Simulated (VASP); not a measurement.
Set up this calculation in VASP 6.6.1, as the native input.

- Task: single point
- Functional: PBE
- Dispersion: D3(BJ)
- Potentials or basis: VASP PAW PBE potentials, release 64 (Ta_pv, Cu)
- Cutoff: 520 eV
- k mesh: 4 × 4 × 1
- Occupations: gaussian, width 0.1 eV
- Spin: no spin polarisation
- Dipole correction: yes
- Further INCAR settings: LREAL = Auto; ALGO = Normal; EDIFF = 1e-07; NBANDS = 108

The structure of Ta16Cu lies in POSCAR:

```
Ta16Cu
1.0
    6.5699959905      0.0000000000      0.0000000000
    0.0000000000      6.5699959905      0.0000000000
    0.0000000000      0.0000000000     21.9099229040
Ta Cu
16 1
Direct
    0.2500000000      0.2500000000      0.1825656812
    0.2500000000      0.7500000000      0.1825656812
    0.7500000000      0.2500000000      0.1825656812
    0.7500000000      0.7500000000      0.1825656812
    0.0000000000      0.0000000000      0.2575316683
    0.0000000000      0.5000000000      0.2575316683
    0.5000000000      0.0000000000      0.2575316683
    0.5000000000      0.5000000000      0.2575316683
    0.2500000000      0.2500000000      0.3326484497
    0.2500000000      0.7500000000      0.3326484497
    0.7500000000      0.2500000000      0.3326484497
    0.7500000000      0.7500000000      0.3326484497
    0.0000000000      0.0000000000      0.4020973941
    0.0000000000      0.5000000000      0.4020973941
    0.5000000000      0.0000000000      0.4020973941
    0.5000000000      0.5000000000      0.4020973941
    0.2500000000      0.2500000000      0.5435857970
```

One way to write it, as run:

INCAR

```
SYSTEM = Ta16Cu
PREC = Accurate ; ENCUT = 520
EDIFF = 1E-7 ; ISMEAR = 0
SIGMA = 0.1 ; LREAL = Auto
LASPH = .TRUE. ; NELM = 80
ALGO = Normal ; ISIF = 2
LWAVE = .FALSE. ; LCHARG = .TRUE.
LDIPOL = .TRUE. ; IDIPOL = 3
DIPOL = 0.5 0.5 0.308 ; GGA = PE
IVDW = 12 ; LELF = .TRUE.
LVHAR = .TRUE. ; LVACPOTAV = .TRUE.
NBANDS = 108
```

KPOINTS

```
Automatic mesh
0
G
  4 4 1
  0 0 0
```

Potentials or basis: VASP PAW PBE potentials, release 64 (Ta_pv, Cu).

Launch:

```sh
$ cat potpaw_PBE.64/Ta_pv/POTCAR potpaw_PBE.64/Cu/POTCAR > POTCAR
$ mpirun -np 1 vasp_std > vasp.out
```

It gave:

```json
{
 "Largest force": "1.407 eV/Å",
 "Band gap on the k mesh": "zero (an odd number of electrons rules out a gap without spin polarisation)",
 "Dispersion energy per atom": "-0.404 eV"
}
```

Caveat: spin-orbit coupling is left out, which moves the levels of the heavy elements.

Run time: 60 min on 1 thread of Intel Xeon 8259CL (shared host), peak memory 1 GiB.
